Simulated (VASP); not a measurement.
# Al2Cl: relaxation of cell and atoms with PBE

Al2Cl:

```
Al Cl
1.0
     5.40882    0.25685   -0.20269
     0.36727    7.41103   -0.15467
     0.50556    0.89666    7.44701
Al Cl
8 4
Cartesian
  4.5198 7.5670 0.9514
  4.2015 7.3858 3.8184
  2.5783 1.7868 2.5148
  4.8606 2.1224 5.8536
  1.3336 0.5092 0.4830
  1.9243 1.7159 5.0884
  2.1555 6.3465 2.3927
  3.8271 7.2830 6.4153
  5.4230 2.7491 0.0951
  0.5906 5.6036 3.9604
  2.7612 4.1108 1.8438
  3.2617 3.7589 5.3975
```

* Program: VASP 6.6.1
* Task: relaxation of cell and atoms
* Functional: PBE
* Potentials or basis: VASP PAW PBE potentials, release 64 (Al, Cl)
* Cutoff: 600 eV
* k mesh: 4 × 4 × 4
* Occupations: gaussian, width 0.1 eV
* Spin: no spin polarisation
* Dipole correction: no
* Further INCAR settings: ALGO = Normal; EDIFF = 1e-06; IBRION = 2; EDIFFG = -0.04; NSW = 90; ISIF = 3

```yaml
Relaxed_volume: 24.90 Å³/atom
Relaxed_cell: a = 5.443 Å, b = 7.409 Å, c = 7.493 Å, α = 84.10°, β = 88.00°, γ = 83.95°
Space_group_after_relaxing_to_0.1_Å: P1 (No. 1)
Energy_gained_by_relaxing: 0.5 meV/atom
Ionic_steps: 6
Pressure_after_relaxing: 0.0 GPa
Largest_force_after_relaxing: 0.040 eV/Å
Band_gap_on_the_k_mesh: zero (bands 26 and 27 overlap by 0.71 eV)
```

Forces on the atoms (eV/Å):
```
Al   0.015 -0.011 -0.006
Al   0.010 -0.024 -0.009
Al   0.003 -0.005 -0.006
Al  -0.019  0.008 -0.022
Al   0.009 -0.002  0.020
Al  -0.005  0.024 -0.008
Al   0.005  0.019  0.035
Al   0.005  0.011  0.007
Cl  -0.003  0.002 -0.002
Cl  -0.001  0.000  0.010
Cl  -0.010 -0.008 -0.022
Cl  -0.008 -0.013  0.005
```

The path:
```csv
step,energy change (eV),largest force (eV/Å),pressure (GPa),volume (Å³)
1,0.0000,0.1169,-0.16,299.23
2,-0.0029,0.0576,0.04,298.18
3,-0.0032,0.0523,0.11,297.80
4,-0.0045,0.0431,0.05,298.22
5,-0.0054,0.0551,-0.06,298.99
6,-0.0064,0.0399,-0.02,298.80
```

Final structure:
```
CELL_PARAMETERS angstrom
5.43208 0.27793 -0.20876
0.39866 7.39620 -0.15291
0.50188 0.89846 7.42214
ATOMIC_POSITIONS crystal
Al 0.75574 0.97396 0.16801
Al 0.66321 0.90842 0.55017
Al 0.43197 0.18405 0.35289
Al 0.81189 0.15958 0.80983
Al 0.23754 0.05246 0.07335
Al 0.27942 0.13891 0.69360
Al 0.31117 0.80142 0.34872
Al 0.56561 0.85616 0.89364
Cl 0.97789 0.33058 0.04585
Cl 0.01174 0.68880 0.54691
Cl 0.44845 0.50585 0.27024
Cl 0.50535 0.39981 0.74678
```

Levels at points of the mesh, in eV from the Fermi level:
```csv
k point,band 22,band 23,band 24,band 25,band 26,band 27,band 28,band 29,band 30,band 31
"(0.00, 0.00, 0.00)",-2.30,-1.71,-1.51,-1.35,-0.71,-0.25,0.53,0.89,1.39,1.61
"(0.50, 0.00, 0.00)",-2.41,-1.90,-1.09,-0.52,0.10,0.51,1.23,1.38,1.92,2.07
"(0.00, 0.50, 0.00)",-2.63,-1.79,-1.44,-1.25,-0.80,-0.61,0.60,1.29,1.58,1.79
"(0.50, 0.50, 0.00)",-2.67,-2.27,-1.41,-0.63,-0.02,0.59,1.20,1.47,1.91,2.17
"(0.00, 0.00, 0.50)",-2.67,-2.42,-2.02,-1.90,-0.90,0.46,0.76,1.03,1.20,1.76
"(0.50, 0.00, 0.50)",-2.57,-1.83,-1.41,-1.12,-0.79,0.77,0.93,1.19,1.45,2.11
"(0.00, 0.50, 0.50)",-2.73,-2.50,-2.30,-1.99,-1.11,0.74,0.99,1.12,1.66,1.77
"(0.50, 0.50, 0.50)",-2.61,-2.33,-1.75,-1.11,-0.57,0.64,0.97,1.26,1.94,2.26
```

It took 40 min on 1 thread of Oxide Virtual Turin-like Processor, with other jobs on the host, peak memory 0.61 GiB.
